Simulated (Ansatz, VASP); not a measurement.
**Ge4Pd: VASP beside Ansatz**

```xyz
5
Lattice="3.3044 0.0000 0.0000 -1.6522 2.8617 0.0000 0.0000 0.0000 9.7299" Properties=species:S:1:pos:R:3 pbc="T T T"
Ge    0.0000    1.9078    7.9493
Ge    0.0000    1.9078    3.8704
Ge    1.6522    0.9539    1.7807
Ge    1.6522    0.9539    5.8596
Pd    0.0000    0.0000    0.0000
```

Change from the starting cell: species swapped into the Co4H type (P-3m1, No. 164).

Alike in both runs: functional PBE; k mesh 12 × 12 × 4; occupations gaussian, width 0.1 eV; no spin polarisation.

Ansatz relaxed the structure, and its values are those at the end. VASP's run is a single point on that final structure, the one shown.

|  | VASP | Ansatz |
| --- | --- | --- |
| version | VASP 6.6.1 | Ansatz 0.2.0 |
| potentials or method | VASP PAW PBE potentials, release 64 (Ge_d, Pd), cutoff 520 eV | scalar-relativistic, plane waves, PAW |
| valence electrons in the cell | 66 | 74 |

```tsv
	VASP	Ansatz	Ansatz less VASP
gap on the k mesh at the Fermi level (eV)	none	none	-
pressure (GPa)	0.0	0.0	-0.07
```

A gap of «none» marks a metal or a gap that the smearing closes. With one functional, cell and mesh, what is left measures potentials, basis and numerics. VASP's potentials hold 66 valence electrons a cell and Ansatz's 74, so a difference there can come from the potentials and not from the codes.
